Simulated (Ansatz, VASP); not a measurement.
## Mo: VASP beside Ansatz

```
Mo
1.0
     0.00000    2.01500    2.07545
     2.01500    0.00000    2.07545
     2.01500    2.01500    0.00000
Mo
1
Direct
  0.00000 0.00000 0.00000
```

Change from the starting cell: strain +0.000 along x and y, +0.030 along z, atoms carried along.

Alike in both runs: task single point; functional LDA; k mesh 20 × 20 × 20; occupations gaussian, width 0.15 eV; no spin polarisation.

|  | VASP | Ansatz |
| --- | --- | --- |
| version | VASP 6.6.1 | Ansatz 0.2.0 |
| potentials or method | VASP PAW LDA potentials, release 64 (Mo_sv), cutoff 520 eV | scalar-relativistic, plane waves, PAW |
| valence electrons in the cell | 14 | 14 |

VASP gave:

| Property | Result |
| --- | --- |
| gap on the k mesh at the Fermi level (eV) | none |
| pressure (GPa) | -21.2 |
| traceless stress, the component that is largest in VASP (GPa) | 3.19 |

Task: What did Ansatz give for the same quantities?

Result: gap on the k mesh at the Fermi level (eV): none; pressure (GPa): -21.9; traceless stress, the component that is largest in VASP (GPa): 3.21.

LDA's correlation is that of Perdew and Zunger in VASP and of Perdew and Wang (1992) in Ansatz. A gap of «none» marks a metal or a gap that the smearing closes.
